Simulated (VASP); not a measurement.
# Bi2Se3 (P2_1/m) in VASP: notebook, part 2 of 2

VASP 6.6.1. The steps go on from the part before.

### 3 Single point, PBE (atoms displaced along a vibrational mode)

The input, INCAR:

```
SYSTEM = Bi2Se3
  PREC = Accurate
  ENCUT = 520
  EDIFF = 1E-6
  ISMEAR = 0
  SIGMA = 0.05
  LREAL = .False.
  LASPH = .True.
  NELM = 100
  ALGO = Normal
  ISIF = 2
  LWAVE = .False.
  LCHARG = .False.
  GGA = PE
  NBANDS = 59
```

The input, KPOINTS:

```
regular mesh
0
Gamma
  8 4 4
  0 0 0
```

The input, POSCAR:

```
Bi2Se3
1.0
   -2.0936564891      3.6263194127      0.0000000000
   -6.2809694673     -3.6263194127      0.0000000000
    2.0936564891      1.2087731376     10.4340296434
Bi Se
4 6
Direct
    0.5000000000      0.8934711616      0.1870505811
    1.0000000000      0.3977171834      0.1865144539
    0.5000000000      0.1022828166      0.8134855461
    1.0000000000      0.6065288384      0.8129494189
    0.5000000000      0.4922687896      0.0011359000
    0.0000000000      0.0077312104     -0.0011359000
    0.5000000000      0.7272466605      0.6661090986
    1.0000000000      0.2148142465      0.6600736226
    0.5000000000      0.2851857535      0.3399263774
    0.0000000000      0.7727533395      0.3338909014
```

Potentials or basis: VASP PAW PBE potentials, release 64 (Bi_d, Se).

On the command line:

```
$ cat potpaw_PBE.64/Bi_d/POTCAR potpaw_PBE.64/Se/POTCAR > POTCAR
$ mpirun -np 1 vasp_std > vasp.out
```

OUTCAR:

```text
SYSTEM = Bi2Se3
   PREC = Accurate
   ENCUT = 520
   EDIFF = 1E-6
   ISMEAR = 0
   LREAL = .False.
   LASPH = .True.
   NELM = 100
   ISIF = 2
   GGA = PE

 ion  position               nearest neighbor table
   1  0.500  0.893  0.187-  10 2.87  10 2.87   9 2.94   5 3.13   6 3.14   6 3.14
   2  0.000  0.398  0.187-  10 2.82   9 2.89   9 2.89   5 3.07   5 3.07   6 3.08
   3  0.500  0.102  0.813-   7 2.82   8 2.89   8 2.89   6 3.07   6 3.07   5 3.08
   4  0.000  0.607  0.813-   7 2.87   7 2.87   8 2.94   6 3.13   5 3.14   5 3.14
   5  0.500  0.492  0.001-   2 3.07   2 3.07   3 3.08   1 3.13   4 3.14   4 3.14
[... 1716 lines left out ...]
  external PRESSURE =       1.0397618 kB  Pullay stress =       0.0000000 kB

 VOLUME and BASIS-vectors are now :
 -----------------------------------------------------------------------------
  energy-cutoff  :      520.00
  volume of cell :      316.87
      direct lattice vectors                 reciprocal lattice vectors
    -2.093656489  3.626319413  0.000000000    -0.119408318  0.206821274 -0.000000000
    -6.280969467 -3.626319413  0.000000000    -0.119408318 -0.068940425  0.031946750
     2.093656489  1.208773138 10.434029643     0.000000000  0.000000000  0.095840249

 POSITION                                       TOTAL-FORCE (eV/Angst)
 -----------------------------------------------------------------------------------
     -6.26707     -1.20075      1.95169        -0.186890     -0.107901     -0.026350
     -2.10755     -1.21680      1.94610         0.223523      0.129051      0.052890
      0.01390      2.42557      8.48793        -0.223523     -0.129051     -0.052890
     -2.10755     -1.21680      8.48234         0.186890      0.107901      0.026350
     -4.13638      0.02941      0.01185        -0.280614     -0.162013     -0.065934
      2.04272      1.17936     10.42218         0.280614      0.162013      0.065934
     -4.22004     -0.01889      6.95020         0.201277      0.116207     -0.182444
      0.03273      0.01889      6.88723        -0.162852     -0.094023      0.168184
     -2.12638      1.18988      3.54680         0.162852      0.094023     -0.168184
     -4.15459     -2.39865      3.48383        -0.201277     -0.116207      0.182444
 -----------------------------------------------------------------------------------
    total drift:                               -0.000000     -0.000000      0.000000

  FREE ENERGIE OF THE ION-ELECTRON SYSTEM (eV)
  ---------------------------------------------------
  free  energy   TOTEN  =       -40.4221696226 eV

  energy  without entropy=      -40.4221696226  energy(sigma->0) =      -40.42216962
```

OSZICAR:

```text
N       E                     dE             d eps       ncg     rms          rms(c)
DAV:   1     0.101001083841E+04    0.10100E+04   -0.44661E+04  5900   0.164E+03
DAV:   2     0.103978784269E+03   -0.90603E+03   -0.87239E+03  6252   0.424E+02
DAV:   3    -0.336207582949E+02   -0.13760E+03   -0.13165E+03  7236   0.182E+02
DAV:   4    -0.418172849968E+02   -0.81965E+01   -0.80541E+01  6791   0.445E+01
DAV:   5    -0.421885647523E+02   -0.37128E+00   -0.36982E+00  8168   0.945E+00    0.707E+00
DAV:   6    -0.403707622739E+02    0.18178E+01   -0.31156E+00  7239   0.844E+00    0.424E+00
DAV:   7    -0.404051569371E+02   -0.34395E-01   -0.95093E-01  7141   0.309E+00    0.234E+00
DAV:   8    -0.404210812308E+02   -0.15924E-01   -0.11651E-01  7175   0.146E+00    0.763E-01
DAV:   9    -0.404213873378E+02   -0.30611E-03   -0.87918E-03  7293   0.594E-01    0.224E-01
DAV:  10    -0.404219280850E+02   -0.54075E-03   -0.42803E-03  7020   0.249E-01    0.929E-02
DAV:  11    -0.404220885226E+02   -0.16044E-03   -0.58106E-04  7360   0.108E-01    0.591E-02
DAV:  12    -0.404221656408E+02   -0.77118E-04   -0.16920E-04  7512   0.511E-02    0.189E-02
DAV:  13    -0.404221691523E+02   -0.35115E-05   -0.22889E-05  8168   0.296E-02    0.683E-03
DAV:  14    -0.404221696226E+02   -0.47031E-06   -0.30240E-06  5813   0.780E-03
   1 F= -.40422170E+02 E0= -.40422170E+02  d E =-.294789E-14
```

stdout:

```text
POSCAR found type information on POSCAR BiSe
 POSCAR found :  2 types and      10 ions
 scaLAPACK will be used
 LDA part: xc-table for (Slater+PW92), standard interpolation
 POSCAR, INCAR and KPOINTS ok, starting setup
 FFT: planning ... GRIDC
 FFT: planning ... GRID_SOFT
 FFT: planning ... GRID
 WAVECAR not read
 entering main loop
```

Wall time 15 min (1 thread of Oxide Virtual Turin-like, shared host); peak memory 0.77 GiB.

What came out:

| Item | Value |
| --- | --- |
| Free energy | -40.4222 eV |
| Pressure | 0.1 GPa |
| Largest force | 0.331 eV/Å |
| Band gap on the k mesh | 0.70 eV |

Forces on the atoms (eV/Å):
```
Bi  -0.187 -0.108 -0.026
Bi   0.224  0.129  0.053
Bi  -0.224 -0.129 -0.053
Bi   0.187  0.108  0.026
Se  -0.281 -0.162 -0.066
Se   0.281  0.162  0.066
Se   0.201  0.116 -0.182
Se  -0.163 -0.094  0.168
Se   0.163  0.094 -0.168
Se  -0.201 -0.116  0.182
```

Caveat: the cell differs from its parent crystal (atoms displaced along a vibrational mode); spin-orbit coupling is left out, which moves the levels of the heavy elements; this functional lacks dispersion, which binds the layers, so the pressure and a relaxed spacing across them are unreliable. A k mesh can miss the band edges.
